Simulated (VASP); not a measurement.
Here is a VASP 6.6.1 calculation.

The input INCAR:

```
  PREC = Accurate
  ENCUT = 520
  EDIFF = 1E-7
  ISMEAR = -1
  SIGMA = 0.08
  LREAL = F
  LASPH = T
  NELM = 80
  ALGO = Normal
  ISIF = 2
  LWAVE = F
  LCHARG = F
  NBANDS = 19
```

Contents of KPOINTS:

```
regular mesh
0
Gamma
  12 12 12
```

The input POSCAR:

```
Zr
1.0
    0.0000000000      2.8988861055      2.8988861055
    2.8988861055      0.0000000000      2.8988861055
    2.8988861055      2.8988861055      0.0000000000
Zr
2
Direct
   -0.1250000000     -0.1250000000     -0.1250000000
    0.1250000000      0.1250000000      0.1250000000
```

Potentials or basis: VASP PAW LDA potentials, release 64 (Zr_sv).

Command:

```console
$ cat potpaw_LDA.64/Zr_sv/POTCAR > POTCAR
$ mpirun -np 1 vasp_std > vasp.out
```

(1) Estimate the band gap on the k mesh.

(2) What does it give for the pressure?

Answers

(1) zero (bands 12 and 13 overlap by 0.73 eV).

(2) 6.7 GPa.

Caveat: the cell stands under pressure.
